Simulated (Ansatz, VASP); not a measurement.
## One calculation of ZnS, two programs

```
CELL_PARAMETERS angstrom
3.75692 0.00000 0.00000
-1.87846 3.25359 0.00000
0.00000 0.00000 6.17371
ATOMIC_POSITIONS crystal
Zn 0.33333 0.66667 0.00559
Zn 0.66667 0.33333 0.50559
S 0.33333 0.66667 0.37941
S 0.66667 0.33333 0.87941
```

Alike in both runs: task relaxation of the atoms; functional LDA; k mesh 6 × 6 × 4; no spin polarisation.

|  | VASP | Ansatz |
| --- | --- | --- |
| version | VASP 6.6.1 | Ansatz 0.2.0 |
| potentials or method | VASP PAW LDA potentials, release 64 (Zn, S), cutoff 520 eV | all-electron LAPW, scalar-relativistic |
| occupations | gaussian, width 0.01 eV | fixed |

```tsv
	VASP	Ansatz	Ansatz less VASP
gap on the k mesh at the Fermi level, each at its own relaxed structure (eV)	2.15	2.12	-0.032
```

LDA's correlation is that of Perdew and Zunger in VASP and of Perdew and Wang (1992) in Ansatz. Ansatz ran all-electron here, and VASP with PAW potentials.
